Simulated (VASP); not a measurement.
# SiC (Pm-3n) in VASP: single point with PBE

Aim: the single point of SiC with PBE.

Everything below comes from runs of VASP 6.6.1. Logs are shortened: lines on timing, memory, paths and dates and some standing lists are left out, and cuts for length are marked.

**1. The cell of the first run**

It takes space group Pm-3n (No. 223, cubic). Conventional cell: a = 5.160 Å, b = 5.160 Å, c = 5.160 Å, α = 90.00°, β = 90.00°, γ = 90.00°. Si (site symmetry -4m2) has 4 C at 1.82 Å within 2.4 Å. C (site symmetry -4m2) has 4 Si at 1.82 Å within 2.4 Å.

The cell was built from a structure type or drawn by symmetry, and may not be a known phase.

**2. Single point, PBE**

Contents of INCAR:

```
PREC     = Accurate       # precision mode
ENCUT    = 520            # plane-wave cutoff, eV
EDIFF    = 1E-7           # SCF threshold, eV
ISMEAR   = 0              # smearing method
SIGMA    = 0.1            # smearing width, eV
LREAL    = False          # projectors in reciprocal space
LASPH    = True           # aspherical terms in the spheres
NELM     = 100            # most SCF steps
ALGO     = Normal         # electronic algorithm
ISIF     = 2              # what is computed and relaxed
LWAVE    = False          # write WAVECAR
LCHARG   = False          # write CHGCAR
GGA      = PE             # functional
NBANDS   = 36             # bands
```

Contents of KPOINTS:

```
Automatic mesh
0
Gamma
  4 4 4
```

Contents of POSCAR:

```
SiC
1.0
    5.1604652900      0.0000000000      0.0000000000
    0.0000000000      5.1604652900      0.0000000000
    0.0000000000      0.0000000000      5.1604652900
Si C
6 6
Direct
    0.7500000000      0.5000000000      0.0000000000
    0.5000000000      0.0000000000      0.7500000000
    0.0000000000      0.7500000000      0.5000000000
    0.0000000000      0.2500000000      0.5000000000
    0.2500000000      0.5000000000      0.0000000000
    0.5000000000      0.0000000000      0.2500000000
    0.5000000000      0.7500000000      0.0000000000
    0.7500000000      0.0000000000      0.5000000000
    0.0000000000      0.5000000000      0.7500000000
    0.2500000000      0.0000000000      0.5000000000
    0.0000000000      0.5000000000      0.2500000000
    0.5000000000      0.2500000000      0.0000000000
```

Potentials or basis: VASP PAW PBE potentials, release 64 (Si, C).

Started as:

```sh
> cat potpaw_PBE.64/Si/POTCAR potpaw_PBE.64/C/POTCAR > POTCAR
> mpirun -np 1 vasp_std > vasp.out
```

OUTCAR:

```text
PREC = Accurate
   ENCUT = 520
   EDIFF = 1E-7
   ISMEAR = 0
   LREAL = False
   LASPH = True
   NELM = 100
   ISIF = 2
   GGA = PE

 ion  position               nearest neighbor table
   1  0.750  0.500  0.000-   7 1.82   9 1.82  11 1.82  12 1.82   5 2.58   5 2.58
   2  0.500  0.000  0.750-   7 1.82   8 1.82  10 1.82  12 1.82   6 2.58   6 2.58
   3  0.000  0.750  0.500-   8 1.82   9 1.82  10 1.82  11 1.82   4 2.58   4 2.58
   4  0.000  0.250  0.500-   8 1.82   9 1.82  10 1.82  11 1.82   3 2.58   3 2.58
   5  0.250  0.500  0.000-   7 1.82   9 1.82  11 1.82  12 1.82   1 2.58   1 2.58
   6  0.500  0.000  0.250-   7 1.82   8 1.82  10 1.82  12 1.82   2 2.58   2 2.58
   7  0.500  0.750  0.000-   1 1.82   2 1.82   5 1.82   6 1.82
   8  0.750  0.000  0.500-   2 1.82   3 1.82   4 1.82   6 1.82
   9  0.000  0.500  0.750-   1 1.82   3 1.82   4 1.82   5 1.82
  10  0.250  0.000  0.500-   2 1.82   3 1.82   4 1.82   6 1.82
  11  0.000  0.500  0.250-   1 1.82   3 1.82   4 1.82   5 1.82
  12  0.500  0.250  0.000-   1 1.82   2 1.82   5 1.82   6 1.82

  LATTYP: Found a simple cubic cell.
 ALAT       =     5.1604652900

  Lattice vectors:

 A1 = (   5.1604652900,   0.0000000000,   0.0000000000)
 A2 = (   0.0000000000,   5.1604652900,   0.0000000000)
 A3 = (   0.0000000000,   0.0000000000,   5.1604652900)

Analysis of symmetry for initial positions (statically):
=====================================================================
 Subroutine PRICEL returns:
 Original cell was already a primitive cell.

 Routine SETGRP: Setting up the symmetry group for a
 simple cubic supercell.

 Subroutine GETGRP returns: Found 48 space group operations
 (whereof 24 operations were pure point group operations)
 out of a pool of 48 trial point group operations.

The static configuration has the point symmetry T_h .
 The point group associated with its full space group is O_h .

Analysis of symmetry for dynamics (positions and initial velocities):
=====================================================================
 Subroutine PRICEL returns:
 Original cell was already a primitive cell.

 Routine SETGRP: Setting up the symmetry group for a
 simple cubic supercell.

 Subroutine GETGRP returns: Found 48 space group operations
 (whereof 24 operations were pure point group operations)
 out of a pool of 48 trial point group operations.

The dynamic configuration has the point symmetry T_h .
 The point group associated with its full space group is O_h .

 Subroutine INISYM returns: Found 48 space group operations
 (whereof 24 operations are pure point group operations),
 and found     1 'primitive' translations

----------------------------------------------------------------------------------------

                                     Primitive cell

  volume of cell :     137.4253

  direct lattice vectors                    reciprocal lattice vectors
     5.160465290  0.000000000  0.000000000     0.193780976  0.000000000  0.000000000
     0.000000000  5.160465290  0.000000000     0.000000000  0.193780976  0.000000000
     0.000000000  0.000000000  5.160465290     0.000000000  0.000000000  0.193780976

  length of vectors
     5.160465290  5.160465290  5.160465290     0.193780976  0.193780976  0.193780976

  position of ions in fractional coordinates (direct lattice)
     0.750000000  0.500000000  0.000000000
     0.500000000  0.000000000  0.750000000
     0.000000000  0.750000000  0.500000000
     0.000000000  0.250000000  0.500000000
     0.250000000  0.500000000  0.000000000
     0.500000000  0.000000000  0.250000000
     0.500000000  0.750000000  0.000000000
     0.750000000  0.000000000  0.500000000
     0.000000000  0.500000000  0.750000000
     0.250000000  0.000000000  0.500000000
     0.000000000  0.500000000  0.250000000
     0.500000000  0.250000000  0.000000000

  ion indices of the primitive-cell ions
   primitive index   ion index
                 1           1
                 2           2
                 3           3
                 4           4
                 5           5
                 6           6
                 7           7
                 8           8
                 9           9
                10          10
                11          11
                12          12

----------------------------------------------------------------------------------------

 KPOINTS: Automatic mesh

Automatic generation of k-mesh.
 Grid dimensions read from file:
 generate k-points for:    4    4    4

 Generating k-lattice:

  Cartesian coordinates                     Fractional coordinates (reciprocal lattice)
     0.048445244  0.000000000  0.000000000     0.250000000  0.000000000  0.000000000
     0.000000000  0.048445244  0.000000000     0.000000000  0.250000000  0.000000000
     0.000000000  0.000000000  0.048445244     0.000000000  0.000000000  0.250000000

  Length of vectors
     0.048445244  0.048445244  0.048445244

  Shift w.r.t. Gamma in fractional coordinates (k-lattice)
     0.000000000  0.000000000  0.000000000

 Subroutine IBZKPT returns following result:
 ===========================================

 Found     10 irreducible k-points:

 Following reciprocal coordinates:
            Coordinates               Weight
  0.000000  0.000000  0.000000      1.000000
  0.250000  0.000000  0.000000      6.000000
  0.500000  0.000000  0.000000      3.000000
  0.250000  0.250000  0.000000     12.000000
  0.500000  0.250000  0.000000     12.000000
  0.500000  0.500000  0.000000      3.000000
  0.250000  0.250000  0.250000      8.000000
  0.500000  0.250000  0.250000     12.000000
  0.500000  0.500000  0.250000      6.000000
  0.500000  0.500000  0.500000      1.000000
   k-points           NKPTS =     10   k-points in BZ     NKDIM =     10   number of bands    NBANDS=     36
   number of dos      NEDOS =    301   number of ions     NIONS =     12
   total plane-waves  NPLWV =  64000
   dimension x,y,z NGX =    40 NGY =   40 NGZ =   40
   dimension x,y,z NGXF=    80 NGYF=   80 NGZF=   80
   ions per type =               6   6
   NGX,Y,Z   is equivalent  to a cutoff of  12.89, 12.89, 12.89 a.u.
   NGXF,Y,Z  is equivalent  to a cutoff of  25.77, 25.77, 25.77 a.u.
 SYSTEM =  unknown system
   PREC   = accura    normal or accurate (medium, high low for compatibility)
   ISTART =      0    job   : 0-new  1-cont  2-samecut
   ICHARG =      2    charge: 1-file 2-atom 10-const
   ISPIN  =      1    spin polarized calculation?
   LNONCOLLINEAR =      F non collinear calculations
   LSORBIT =      F    spin-orbit coupling
   LASPH  =      T    aspherical Exc in radial PAW
   ENCUT  =  520.0 eV  38.22 Ry    6.18 a.u.   9.60  9.60  9.60*2*pi/ulx,y,z
   NELM   =    100;   NELMIN=  2; NELMDL= -5     # of ELM steps
   EDIFF  = 0.1E-06   stopping-criterion for ELM
   LREAL  =      F    real-space projection
   EDIFFG = 0.1E-05   stopping-criterion for IOM
   NSW    =      0    number of steps for IOM
   IBRION =     -1    ionic relax: 0-MD 1-quasi-New 2-CG
   NFREE  =      0    steps in history (QN), initial steepest desc. (CG)
   ISIF   =      2    stress and relaxation
   ISYM   =      2    0-nonsym 1-usesym 2-fastsym
   POTIM  = 0.5000    time-step for ionic-motion
   TEBEG  =    0.0;   TEEND  =   0.0 temperature during run
   PSTRESS=    0.0 pullay stress
   NELECT =      48.0000    total number of electrons
   NUPDOWN=      -1.0000    fix difference up-down
   EMIN   =  10.00;   EMAX   =-10.00  energy-range for DOS
   EFERMI =   0.00;   METHOD = LEGACY
   ISMEAR =     0;   SIGMA  =   0.10  broadening in eV -4-tet -1-fermi 0-gaus
   EFERMI_NEDOS =   21; number of points for ismear=-14 and -15
   IALGO  =     38    algorithm
   IMIX   =      4    mixing-type and parameters
     AMIX     =   0.40;   BMIX     =  1.00
     AMIX_MAG =   1.60;   BMIX_MAG =  1.00
  volume/ion in A,a.u.               =      11.45        77.28
  Fermi-wavevector in a.u.,A,eV,Ry     =   1.152921  2.178706 18.085243  1.329228
  Thomas-Fermi vector in A             =   2.289569
   LORBIT       =      0    0 simple, 1 ext, 2 COOP (PROOUT), +10 PAW based schemes
   GGA     = PE    functional components
   LHFCALC =     F    Hartree Fock is set to
   AEXX    =    0.0000 exact exchange contribution
   IVDW    =     0    specifies the selected vdW correction
   LEPSILON=     F    determine dielectric tensor
   LRPA    =     F    only Hartree local field effects (RPA)
 non-spin polarized calculation
 Gauss-broadening in eV      SIGMA  =   0.10
  energy-cutoff  :      520.00
  volume of cell :      137.43
 maximum number of plane-waves:      3743
 NGX is ok and might be reduce to    40
   NGX = 19   NGY = 19   NGZ = 19

 number of electron      47.9999992 magnetization

 Free energy of the ion-electron system (eV)
  ---------------------------------------------------
  ext. energy  EPLUGINS =         0.00000000
  ---------------------------------------------------
  free energy    TOTEN  =       -86.59669134 eV

  energy without entropy =      -86.59669134  energy(sigma->0) =      -86.59669134

 E-fermi :   7.7096     XC(G=0): -10.3881

 val. band max:        7.2017853084   @ k =   0.0000   0.0000   0.0000
 cond. band min:       9.2603536630   @ k =   0.2500   0.0000   0.0000
 fundamental gap:      2.0585683546
 Fermi energy:         7.7096388831

 k-point     1 :       0.0000    0.0000    0.0000
  band No.  band energies     occupation
      1      -8.7755      2.00000
      2      -6.2650      2.00000
      3      -6.2650      2.00000
      4      -3.5126      2.00000
      5      -3.5126      2.00000
      6      -3.5126      2.00000
[... 28 lines left out ...]
     35      14.8214      0.00000
     36      15.6088      0.00000
[... 320 lines left out ...]
      6      -6.1531      2.00000
[... 28 lines left out ...]
     35      14.1003      0.00000
     36      14.1003      0.00000

------------------------ aborting loop because EDIFF is reached ----------------------------------------

  FORCE on cell =-STRESS in cart. coord.  units (eV):
  Direction    XX          YY          ZZ          XY          YZ          ZX
  --------------------------------------------------------------------------------------
  -------------------------------------------------------------------------------------
  Total       19.8065234     19.8065234     19.8065234     -0.0000000      0.0000000      0.0000000
  in kB      230.9150562    230.9150562    230.9150562     -0.0000000      0.0000000      0.0000000
  external PRESSURE =     230.9150562 kB  Pullay stress =       0.0000000 kB

 VOLUME and BASIS-vectors are now :
 -----------------------------------------------------------------------------
  energy-cutoff  :      520.00
  volume of cell :      137.43
      direct lattice vectors                 reciprocal lattice vectors
     5.160465290  0.000000000  0.000000000     0.193780976  0.000000000  0.000000000
     0.000000000  5.160465290  0.000000000     0.000000000  0.193780976  0.000000000
     0.000000000  0.000000000  5.160465290     0.000000000  0.000000000  0.193780976

 POSITION                                       TOTAL-FORCE (eV/Angst)
 -----------------------------------------------------------------------------------
      3.87035      2.58023      0.00000        -0.000000      0.000000     -0.000000
      2.58023      0.00000      3.87035         0.000000     -0.000000     -0.000000
      0.00000      3.87035      2.58023         0.000000      0.000000     -0.000000
      0.00000      1.29012      2.58023         0.000000     -0.000000      0.000000
      1.29012      2.58023      0.00000         0.000000     -0.000000      0.000000
      2.58023      0.00000      1.29012         0.000000      0.000000      0.000000
      2.58023      3.87035      0.00000        -0.000000     -0.000000      0.000000
      3.87035      0.00000      2.58023         0.000000     -0.000000     -0.000000
      0.00000      2.58023      3.87035         0.000000      0.000000      0.000000
      1.29012      0.00000      2.58023        -0.000000      0.000000     -0.000000
      0.00000      2.58023      1.29012        -0.000000     -0.000000     -0.000000
      2.58023      1.29012      0.00000         0.000000      0.000000     -0.000000
 -----------------------------------------------------------------------------------
    total drift:                                0.000000      0.000000      0.000000

  FREE ENERGIE OF THE ION-ELECTRON SYSTEM (eV)
  ---------------------------------------------------
  free  energy   TOTEN  =       -86.5966913432 eV

  energy  without entropy=      -86.5966913432  energy(sigma->0) =      -86.59669134
```

Wall time 2.1 min (1 thread of Intel Xeon 8259CL, shared host); peak memory 0.24 GiB.

Results:

- Free energy: -86.5967 eV
- Pressure: 23.1 GPa
- Band gap on the k mesh: 2.06 eV (least direct gap 2.14 eV)

Caveat: the cell stands under pressure. A k mesh can miss the band edges.
